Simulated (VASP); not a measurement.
Hf: relaxation of cell and atoms with revPBE+D3(BJ)

Hf:

```
CELL_PARAMETERS angstrom
0.00000 2.22000 2.22000
2.22000 0.00000 2.22000
2.22000 2.22000 0.00000
ATOMIC_POSITIONS crystal
Hf 0.00000 0.00000 0.00000
```

```
Program                : VASP 6.6.1
Task                   : relaxation of cell and atoms
Functional             : revPBE
Dispersion             : D3(BJ)
Potentials or basis    : VASP PAW PBE potentials, release 64 (Hf_pv)
Cutoff                 : 600 eV
k mesh                 : 10 × 10 × 10
Occupations            : fermi-dirac, width 0.05 eV
Spin                   : no spin polarisation
Dipole correction      : no
Further INCAR settings : ALGO = Normal; EDIFF = 1e-06; IBRION = 2; EDIFFG = -0.01; NSW = 60; ISIF = 3
```

```
Relaxed volume                         : 21.60 Å³/atom
Relaxed cell                           : a = 3.126 Å, b = 3.126 Å, c = 3.126 Å, α = 60.00°, β = 60.00°, γ = 60.00°
Space group after relaxing (to 0.05 Å) : Fm-3m (No. 225)
Energy gained by relaxing              : 1.2 meV/atom
Ionic steps                            : 3
Pressure after relaxing                : 0.0 GPa
Band gap on the k mesh                 : zero (band 5 reaches 6.50 eV, above the bottom of band 6 at 4.67 eV)
Dispersion energy per atom             : -0.816 eV
```

The path:
| step | energy change (eV) | largest force (eV/Å) | pressure (GPa) | volume (Å³) |
| --- | --- | --- | --- | --- |
| 1 | 0.0000 | 0.0000 | -1.34 | 21.88 |
| 2 | 0.0003 | 0.0000 | 1.57 | 21.31 |
| 3 | -0.0012 | 0.0000 | 0.01 | 21.60 |

Final structure:
```
CELL_PARAMETERS angstrom
0.00000 2.21057 2.21057
2.21057 0.00000 2.21057
2.21057 2.21057 0.00000
ATOMIC_POSITIONS crystal
Hf 0.00000 0.00000 0.00000
```

Levels at points of the mesh, in eV from the Fermi level:
```csv
k point,band 3,band 4,band 5,band 6,band 7,band 8
"(0.00, 0.00, 0.00)",-29.91,-7.34,1.43,1.43,1.43,4.36
"(0.50, 0.00, 0.00)",-30.03,-3.74,0.66,1.20,1.20,6.57
"(0.50, 0.50, 0.00)",-30.24,-3.40,-2.25,2.68,6.59,7.22
```

Run time: 37 s on 1 thread of Intel Xeon 6975P-C, with other jobs on the host, peak memory 0.18 GiB.

Caveat: the PAW data sets were made with another functional, which shifts forces and pressure a little; spin-orbit coupling is left out, which moves the levels of the heavy elements; pairwise dispersion overbinds metals, which lowers pressure and volume.
